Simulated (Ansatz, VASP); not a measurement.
**Se in VASP and in Ansatz**

```
CELL_PARAMETERS angstrom
4.50565 0.00000 0.00000
-2.25283 3.90201 0.00000
0.00000 0.00000 4.98928
ATOMIC_POSITIONS crystal
Se 0.21847 0.00000 0.33333
Se 0.00000 0.21847 0.66667
Se 0.78153 0.78153 0.00000
```

Change from the starting cell: strained cell.

Alike in both runs: functional LDA; k mesh 9 × 9 × 6; occupations gaussian, width 0.02 eV; no spin polarisation.

Ansatz relaxed the structure, and its values are those at the end. VASP's run is a single point on that final structure, the one shown.

```csv
,VASP,Ansatz
version,VASP 6.6.1,Ansatz 0.2.0
potentials or method,"VASP PAW LDA potentials, release 64 (Se), cutoff 520 eV","scalar-relativistic, plane waves, PAW"
valence electrons in the cell,18,48
```

VASP gave:

* gap on the k mesh at the Fermi level (eV): 0.99
* least direct gap on the mesh (eV): 1.21
* pressure (GPa): -2.3
* rms of the force components (eV/Å): 0.030

Question: What did Ansatz give for the same quantities?

Answer: gap on the k mesh at the Fermi level (eV): 1.00; least direct gap on the mesh (eV): 1.22; pressure (GPa): -2.5; rms of the force components (eV/Å): 0.000.

Ansatz warns that its potentials were made for another functional, while VASP's fit it. LDA's correlation is that of Perdew and Zunger in VASP and of Perdew and Wang (1992) in Ansatz. VASP's potentials hold 18 valence electrons a cell and Ansatz's 48, so a difference there can come from the potentials and not from the codes. Ansatz's warnings: stress scf threshold loose.
